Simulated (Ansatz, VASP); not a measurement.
# Mg3H2 in VASP and in Ansatz

```xyz
10
Lattice="2.7930 1.6125 5.1045 -2.7930 1.6125 5.1045 0.0000 -3.2251 5.1045" Properties=species:S:1:pos:R:3 pbc="T T T"
Mg   -0.9315    1.6125    8.9329
Mg   -0.9307   -1.6130    8.9329
Mg    1.8623    0.0005    8.9329
Mg    0.9315   -1.6125    6.3806
Mg    0.9307    1.6130    6.3806
Mg   -1.8623   -0.0005    6.3806
H     0.0000    0.0000    5.0446
H     0.0000    0.0000    2.6122
H     0.0000    0.0000   10.2689
H     0.0000    0.0000   12.7013
```

Alike in both runs: functional PBE; k mesh 12 × 12 × 12; occupations gaussian, width 0.1 eV; no spin polarisation.

Ansatz relaxed the structure, and its values are those at the end. VASP's run is a single point on that final structure, the one shown.

```csv
,VASP,Ansatz
version,VASP 6.6.1,Ansatz 0.2.0
potentials or method,"VASP PAW PBE potentials, release 64 (Mg, H), cutoff 520 eV","scalar-relativistic, plane waves, PAW"
valence electrons in the cell,16,64
```

|  | VASP | Ansatz | Ansatz less VASP |
| --- | --- | --- | --- |
| gap on the k mesh at the Fermi level (eV) | none | none | - |
| pressure (GPa) | -0.2 | 0.0 | +0.23 |
| rms of the force components (eV/Å) | 0.004 | 0.004 | +0.0007 |

A gap of «none» marks a metal or a gap that the smearing closes. With one functional, cell and mesh, what is left measures potentials, basis and numerics. VASP's potentials hold 16 valence electrons a cell and Ansatz's 64, so a difference there can come from the potentials and not from the codes.
